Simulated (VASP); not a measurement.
Input of a VASP 6.6.1 run:

INCAR

```
SYSTEM = Ta
PREC = Accurate
ENCUT = 520
EDIFF = 1E-7
ISMEAR = -1
SIGMA = 0.1
LREAL = .False.
LASPH = .True.
NELM = 80
ALGO = Normal
ISIF = 2
LWAVE = .False.
LCHARG = .True.
GGA = B5
ALDAX = 1.0
AGGAX = 1.0
AGGAC = 1.0
ALDAC = 0.0
LELF = .True.
LVHAR = .True.
NBANDS = 12
```

Contents of KPOINTS:

```
regular mesh
0
Gamma
  14 14 14
  0 0 0
```

Contents of POSCAR:

```
Ta
1.0
    0.0000000000      2.1036355197      2.1036355197
    2.1036355197      0.0000000000      2.1036355197
    2.1036355197      2.1036355197      0.0000000000
Ta
1
Direct
    0.0000000000      0.0000000000      0.0000000000
```

Potentials or basis: VASP PAW PBE potentials, release 64 (Ta_pv).

The run is started by

```console
$ cat potpaw_PBE.64/Ta_pv/POTCAR > POTCAR
$ mpirun -np 1 vasp_std > vasp.out
```

Problem. Predict the pressure.

Solution. 8.9 GPa.

Caveat: the PAW data sets were made with another functional, which shifts forces and pressure a little.
